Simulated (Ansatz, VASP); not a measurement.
**One calculation of Ga, two programs**

```
Ga
1.0
     2.22276   -3.73830    0.00000
     2.22276    3.73830    0.00000
     0.00000    0.00000    4.42712
Ga
4
Direct
  0.65606 0.34394 0.41419
  0.84394 0.15606 0.91419
  0.34394 0.65606 0.58581
  0.15606 0.84394 0.08581
```

Alike in both runs: functional LDA; k mesh 12 × 12 × 8; occupations fermi-dirac, width 0.15 eV; no spin polarisation.

Ansatz relaxed the structure, and its values are those at the end. VASP's run is a single point on that final structure, the one shown.

```csv
,VASP,Ansatz
version,VASP 6.6.1,Ansatz 0.2.0
potentials or method,"VASP PAW LDA potentials, release 64 (Ga_d), cutoff 520 eV","scalar-relativistic, plane waves, PAW"
valence electrons in the cell,52,52
```

|  | VASP | Ansatz | Ansatz less VASP |
| --- | --- | --- | --- |
| gap on the k mesh at the Fermi level (eV) | none | none | - |
| pressure (GPa) | 0.2 | 0.0 | -0.25 |

Ansatz warns that its potentials were made for another functional, while VASP's fit it. LDA's correlation is that of Perdew and Zunger in VASP and of Perdew and Wang (1992) in Ansatz. A gap of «none» marks a metal or a gap that the smearing closes.
